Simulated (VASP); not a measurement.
# ScInC4N4 (P-43m) in VASP: notebook, part 2 of 2

VASP 6.6.1. Earlier steps stand in the parts before.

## Step 3: Single point, PBE, collinear spin, ferromagnetic start

This run uses another cell than the first one, of 25.82 Å³/atom.

INCAR reads:

```
SYSTEM = ScInC4N4
PREC = Accurate
ENCUT = 520
EDIFF = 1E-6
ISMEAR = 0
SIGMA = 0.1
LREAL = .False.
LASPH = .True.
NELM = 150
ALGO = Normal
ISIF = 2
LWAVE = .False.
LCHARG = .False.
ISPIN = 2
MAGMOM = 0 0 1 1 1 1 1 1 1 1
LORBIT = 11
LMAXMIX = 4
GGA = PE
NBANDS = 45
```

KPOINTS reads:

```
Automatic mesh
0
Gamma
  4 4 4
  0 0 0
```

POSCAR reads:

```
ScInC4N4
1.0
    6.3679601200      0.0000000000      0.0000000000
    0.0000000000      6.3679601200      0.0000000000
    0.0000000000      0.0000000000      6.3679601200
Sc In C N
1 1 4 4
Direct
    0.0000000000      0.0000000000      0.0000000000
    0.5000000000      0.5000000000      0.5000000000
    0.2045573039      0.2045573039      0.2045573039
    0.2045573039      0.7954426961      0.7954426961
    0.7954426961      0.2045573039      0.7954426961
    0.7954426961      0.7954426961      0.2045573039
    0.3117148891      0.3117148891      0.3117148891
    0.3117148891      0.6882851109      0.6882851109
    0.6882851109      0.3117148891      0.6882851109
    0.6882851109      0.6882851109      0.3117148891
```

Potentials or basis: VASP PAW PBE potentials, release 64 (Sc_sv, In_d, C, N).

Launch:

```bash
> cat potpaw_PBE.64/Sc_sv/POTCAR potpaw_PBE.64/In_d/POTCAR potpaw_PBE.64/C/POTCAR potpaw_PBE.64/N/POTCAR > POTCAR
> mpirun -np 1 vasp_std > vasp.out
```

OUTCAR:

```text
SYSTEM = ScInC4N4
   PREC = Accurate
   ENCUT = 520
   EDIFF = 1E-6
   ISMEAR = 0
   LREAL = .False.
   LASPH = .True.
   NELM = 150
   ISIF = 2
   ISPIN = 2
   LORBIT = 11
   GGA = PE

 ion  position               nearest neighbor table
   1  0.000  0.000  0.000-   3 2.26   4 2.26   5 2.26   6 2.26
   2  0.500  0.500  0.500-   7 2.08   8 2.08   9 2.08  10 2.08
   3  0.205  0.205  0.205-   7 1.18   1 2.26
   4  0.205  0.795  0.795-   8 1.18   1 2.26
   5  0.795  0.205  0.795-   9 1.18   1 2.26
   6  0.795  0.795  0.205-  10 1.18   1 2.26
   7  0.312  0.312  0.312-   3 1.18   2 2.08
   8  0.312  0.688  0.688-   4 1.18   2 2.08
   9  0.688  0.312  0.688-   5 1.18   2 2.08
  10  0.688  0.688  0.312-   6 1.18   2 2.08

  LATTYP: Found a simple cubic cell.
 ALAT       =     6.3679601200

  Lattice vectors:

 A1 = (   6.3679601200,   0.0000000000,   0.0000000000)
 A2 = (   0.0000000000,   6.3679601200,   0.0000000000)
 A3 = (   0.0000000000,   0.0000000000,   6.3679601200)

Analysis of symmetry for initial positions (statically):
=====================================================================
 Subroutine PRICEL returns:
 Original cell was already a primitive cell.

 Routine SETGRP: Setting up the symmetry group for a
 simple cubic supercell.

 Subroutine GETGRP returns: Found 24 space group operations
 (whereof 24 operations were pure point group operations)
 out of a pool of 48 trial point group operations.

The static configuration has the point symmetry T_d .

Analysis of symmetry for dynamics (positions and initial velocities):
=====================================================================
 Subroutine PRICEL returns:
 Original cell was already a primitive cell.

 Routine SETGRP: Setting up the symmetry group for a
 simple cubic supercell.

 Subroutine GETGRP returns: Found 24 space group operations
 (whereof 24 operations were pure point group operations)
 out of a pool of 48 trial point group operations.

The dynamic configuration has the point symmetry T_d .

Analysis of structural, dynamic, and magnetic symmetry:
=====================================================================
 Subroutine PRICEL returns:
 Original cell was already a primitive cell.

 Routine SETGRP: Setting up the symmetry group for a
 simple cubic supercell.

 Subroutine GETGRP returns: Found 24 space group operations
 (whereof 24 operations were pure point group operations)
 out of a pool of 48 trial point group operations.

The overall configuration has the point symmetry T_d .

 Subroutine INISYM returns: Found 24 space group operations
 (whereof 24 operations are pure point group operations),
 and found     1 'primitive' translations

----------------------------------------------------------------------------------------

                                     Primitive cell

  volume of cell :     258.2266

  direct lattice vectors                    reciprocal lattice vectors
     6.367960120  0.000000000  0.000000000     0.157036159  0.000000000  0.000000000
     0.000000000  6.367960120  0.000000000     0.000000000  0.157036159  0.000000000
     0.000000000  0.000000000  6.367960120     0.000000000  0.000000000  0.157036159

  length of vectors
     6.367960120  6.367960120  6.367960120     0.157036159  0.157036159  0.157036159

  position of ions in fractional coordinates (direct lattice)
     0.000000000  0.000000000  0.000000000
     0.500000000  0.500000000  0.500000000
[... 101 lines left out ...]
  Thomas-Fermi vector in A             =   2.139192
   LORBIT       =     11    0 simple, 1 ext, 2 COOP (PROOUT), +10 PAW based schemes
   GGA     = PE    functional components
   LHFCALC =     F    Hartree Fock is set to
   AEXX    =    0.0000 exact exchange contribution
   IVDW    =     0    specifies the selected vdW correction
   LEPSILON=     F    determine dielectric tensor
   LRPA    =     F    only Hartree local field effects (RPA)
 spin polarized calculation
 Gauss-broadening in eV      SIGMA  =   0.10
  energy-cutoff  :      520.00
  volume of cell :      258.23
 maximum number of plane-waves:      6984
 NGX is ok and might be reduce to    48
   NGX = 23   NGY = 23   NGZ = 23

 number of electron      60.0000015 magnetization       1.9999154

 Free energy of the ion-electron system (eV)
  ---------------------------------------------------
  ext. energy  EPLUGINS =         0.00000000
  ---------------------------------------------------
  free energy    TOTEN  =       -74.91483829 eV

  energy without entropy =      -74.90593174  energy(sigma->0) =      -74.91038501

 E-fermi :   1.3037     XC(G=0):  -6.4913

 val. band max:        1.2969512618   @ k =   0.5000   0.5000   0.0000
 cond. band min:       1.4196780022   @ k =   0.2500   0.0000   0.0000
 fundamental gap:      0.1227267404
 Fermi energy:         1.3037455867

 spin component 1

 k-point     1 :       0.0000    0.0000    0.0000
  band No.  band energies     occupation
      1     -48.5484      1.00000
      2     -27.2679      1.00000
      3     -27.2679      1.00000
      4     -27.2679      1.00000
      5     -18.7854      1.00000
      6     -18.7615      1.00000
[... 439 lines left out ...]
     41       4.3411      0.00000
     42       4.7927      0.00000
 Fermi energy:         1.3037455867

 spin component 2

 k-point     1 :       0.0000    0.0000    0.0000
  band No.  band energies     occupation
      1     -47.9432      1.00000
      2     -26.6415      1.00000
      3     -26.6415      1.00000
      4     -26.6415      1.00000
      5     -18.6999      1.00000
      6     -18.6790      1.00000
[... 439 lines left out ...]
     41       4.5119      0.00000
     42       5.4902      0.00000
 [bands above 42 left out]

------------------------ aborting loop because EDIFF is reached ----------------------------------------

  FORCE on cell =-STRESS in cart. coord.  units (eV):
  Direction    XX          YY          ZZ          XY          YZ          ZX
  --------------------------------------------------------------------------------------
  -------------------------------------------------------------------------------------
  Total        1.1063428      1.1063428      1.1063428      0.0000000      0.0000000     -0.0000000
  in kB        6.8643479      6.8643479      6.8643479      0.0000000      0.0000000     -0.0000000
  external PRESSURE =       6.8643479 kB  Pullay stress =       0.0000000 kB

 VOLUME and BASIS-vectors are now :
 -----------------------------------------------------------------------------
  energy-cutoff  :      520.00
  volume of cell :      258.23
      direct lattice vectors                 reciprocal lattice vectors
     6.367960120  0.000000000  0.000000000     0.157036159  0.000000000  0.000000000
     0.000000000  6.367960120  0.000000000     0.000000000  0.157036159  0.000000000
     0.000000000  0.000000000  6.367960120     0.000000000  0.000000000  0.157036159

 POSITION                                       TOTAL-FORCE (eV/Angst)
 -----------------------------------------------------------------------------------
      0.00000      0.00000      0.00000        -0.000000      0.000000      0.000000
      3.18398      3.18398      3.18398        -0.000000      0.000000      0.000000
      1.30261      1.30261      1.30261        -0.206139     -0.206139     -0.206139
      1.30261      5.06535      5.06535        -0.206139      0.206139      0.206139
      5.06535      1.30261      5.06535         0.206139     -0.206139      0.206139
      5.06535      5.06535      1.30261         0.206139      0.206139     -0.206139
      1.98499      1.98499      1.98499         0.209321      0.209321      0.209321
      1.98499      4.38297      4.38297         0.209321     -0.209321     -0.209321
      4.38297      1.98499      4.38297        -0.209321      0.209321     -0.209321
      4.38297      4.38297      1.98499        -0.209321     -0.209321      0.209321
 -----------------------------------------------------------------------------------
    total drift:                               -0.000000     -0.000000      0.000000

  FREE ENERGIE OF THE ION-ELECTRON SYSTEM (eV)
  ---------------------------------------------------
  free  energy   TOTEN  =       -74.9148382867 eV

  energy  without entropy=      -74.9059317426  energy(sigma->0) =      -74.91038501

 total charge

# of ion       s       p       d       tot
------------------------------------------
    1        2.184   6.134   1.211   9.530
    2        0.642   0.771  10.034  11.447
    3        0.971   1.567   0.000   2.538
    4        0.971   1.567   0.000   2.538
    5        0.971   1.567   0.000   2.538
    6        0.971   1.567   0.000   2.538
    7        1.282   2.630   0.000   3.912
    8        1.282   2.630   0.000   3.912
    9        1.282   2.630   0.000   3.912
   10        1.282   2.630   0.000   3.912
--------------------------------------------------
tot         11.838  23.694  11.245  46.776

 magnetization (x)

# of ion       s       p       d       tot
------------------------------------------
    1        0.006   0.007   0.737   0.750
    2       -0.003   0.014   0.013   0.024
    3       -0.002   0.038   0.000   0.036
    4       -0.002   0.038   0.000   0.036
    5       -0.002   0.038   0.000   0.036
    6       -0.002   0.038   0.000   0.036
    7        0.002   0.060   0.000   0.062
    8        0.002   0.060   0.000   0.062
    9        0.002   0.060   0.000   0.062
   10        0.002   0.060   0.000   0.062
--------------------------------------------------
tot          0.004   0.413   0.749   1.166
```

Run time: 3.8 min. Hardware: 1 thread of Intel Xeon Platinum 8488C (Sapphire Rapids), shared host; peak memory 0.5 GiB.

Results:

- Free energy: -74.9148 eV
- Pressure: 0.7 GPa
- Largest force: 0.363 eV/Å
- Band gap on the k mesh: zero (filled and empty bands overlap)
- Net moment: 2.00 μB per cell
- Site moments: Sc +0.75; In +0.02; C +0.04; N +0.06 μB
- Valence electrons inside the program's atomic spheres: Sc 9.53; In 11.45; C 2.54; N 3.91

Forces in eV/Å, atoms in the order of the input:
```
Sc   0.000  0.000  0.000
In   0.000  0.000  0.000
C   -0.206 -0.206 -0.206
C   -0.206  0.206  0.206
C    0.206 -0.206  0.206
C    0.206  0.206 -0.206
N    0.209  0.209  0.209
N    0.209 -0.209 -0.209
N   -0.209  0.209 -0.209
N   -0.209 -0.209  0.209
```

Caveat: spin-orbit coupling is left out, which moves the levels of the heavy elements.

The gap in the log of VASP goes by the Fermi energy; the results here count the filled bands.